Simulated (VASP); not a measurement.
MgIn2N2:

```xyz
5
Lattice="1.6526 0.9541 7.6935 -1.6526 0.9541 7.6935 0.0000 -1.9083 7.6935" Properties=species:S:1:pos:R:3 pbc="T T T"
Mg    0.0000    0.0000    0.0000
In    0.0000    0.0000   10.1357
In    0.0000    0.0000   12.9448
N     0.0000    0.0000    6.3901
N     0.0000    0.0000   16.6904
```

Base run:

```yaml
Program: VASP 6.6.1
Functional: PBE
Potentials_or_basis: VASP PAW PBE potentials, release 64 (Mg, In_d, N)
Cutoff: 520 eV
k_mesh: 10 × 10 × 10
Occupations: gaussian, width 0.01 eV
Spin: no spin polarisation
```

Its results: band gap on the k mesh 0.24 eV (least direct gap 0.29 eV); pressure 3.4 GPa; largest force 0.235 eV/Å.

**Question.** The run is repeated on the same cell with these changes: functional from PBE to r2SCAN. What comes out?

**Answer.** Band gap on the k mesh 0.62 eV (least direct gap 0.66 eV); pressure 0.1 GPa; largest force 0.066 eV/Å.

Caveats: spin-orbit coupling is left out, which moves the levels of the heavy elements; the cell stands under pressure (at least some runs); the PAW data sets were made with another functional, which shifts forces and pressure a little (at least some runs).

A k mesh can miss the band edges.
